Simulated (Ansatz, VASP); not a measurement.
Eu3Si in VASP and in Ansatz

```
Eu Si
1.0
     4.83791    0.00000    0.00000
     0.00000    4.83791    0.00000
     0.00000    0.00000    4.83791
Eu Si
3 1
Direct
  0.00000 0.50000 0.50000
  0.50000 0.50000 0.00000
  0.50000 0.00000 0.50000
  0.00000 0.00000 0.00000
```

Alike in both runs: task single point; functional PBE; k mesh 8 × 8 × 8; occupations gaussian, width 0.05 eV; collinear spin.

|  | VASP | Ansatz |
| --- | --- | --- |
| version | VASP 6.6.1 | Ansatz 0.2.0 |
| potentials or method | VASP PAW PBE potentials, release 64 (Eu, Si), cutoff 520 eV | scalar-relativistic, plane waves, PAW |
| valence electrons in the cell | 55 | 55 |

```tsv
	VASP	Ansatz	Ansatz less VASP
pressure (GPa)	-0.2	0.0	+0.23
net moment per atom (μB)	5.42	5.42	+0.002
size of the moment on the site where the two differ most (μB)	6.68	6.99	+0.311
```

Site moments also hang on the region over which each program counts them.

Spin-orbit coupling is off throughout. Noted on VASP's run: too few bands were computed for a metal, which touches its energy and stress.
